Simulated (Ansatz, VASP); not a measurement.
**Two plane-wave programs on Cs**

INCAR

```
PREC = Accurate ; ENCUT = 520
EDIFF = 1E-6 ; ISMEAR = -1
SIGMA = 0.1 ; LREAL = F
LASPH = T ; NELM = 80
ALGO = Normal ; ISIF = 2
LWAVE = F ; LCHARG = F
GGA = CA ; NBANDS = 16
```

Contents of KPOINTS:

```
regular mesh
0
Gamma
  8 8 5
```

File POSCAR:

```
Cs
1.0
    4.9240178858      0.0000000000      0.0000000000
   -2.4620089429      4.2643245778      0.0000000000
    0.0000000000      0.0000000000      8.0603329186
Cs
2
Direct
    0.3333333333      0.6666666667      0.2500000000
    0.6666666667      0.3333333333      0.7500000000
```

Input for Ansatz:

```yaml
crystal:
  lattice:
    - [4.9240178858, 0.0, 0.0]
    - [-2.4620089429, 4.2643245778, 0.0]
    - [0.0, 0.0, 8.0603329186]
  atoms:
    - { symbol: Cs, position: [0.3333333333, 0.6666666667, 0.25] }
    - { symbol: Cs, position: [0.6666666667, 0.3333333333, 0.75] }
hamiltonian:
  xc: lda
  pseudopotentials:
    kind: paw
    azcp:
      Cs: "pseudopotentials/Cs.paw.azcp"
basis:
  ecutwfc: 420
  fft_grid_basis: typed
kpoints:
  mp_grid: { grid: [8, 8, 5], shift: [0, 0, 0] }
magnetization:
  spin_polarized: false
scf:
  occupations: { method: fermi_dirac, width: 0.1 }
  lower_state_search: "off"
output:
  stress: true
  write_density: true
  write_potential: true
  elf: true
  volumetric_format: npy
```

Alike in both runs: task single point; functional LDA; k mesh 8 × 8 × 5; occupations fermi-dirac, width 0.1 eV; no spin polarisation.

|  | VASP | Ansatz |
| --- | --- | --- |
| version | VASP 6.6.1 | Ansatz 0.2.0 |
| potentials or method | VASP PAW LDA potentials, release 64 (Cs_sv), cutoff 520 eV | plane waves (420 eV) with PAW, scalar-relativistic |
| valence electrons in the cell | 18 | 18 |

|  | VASP | Ansatz | Ansatz less VASP |
| --- | --- | --- | --- |
| pressure (GPa) | 0.4 | 0.4 | +0.01 |

Ansatz warns that its potentials were made for another functional, while VASP's fit it. LDA's correlation is that of Perdew and Zunger in VASP and of Perdew and Wang (1992) in Ansatz.

Spin-orbit coupling is off throughout.
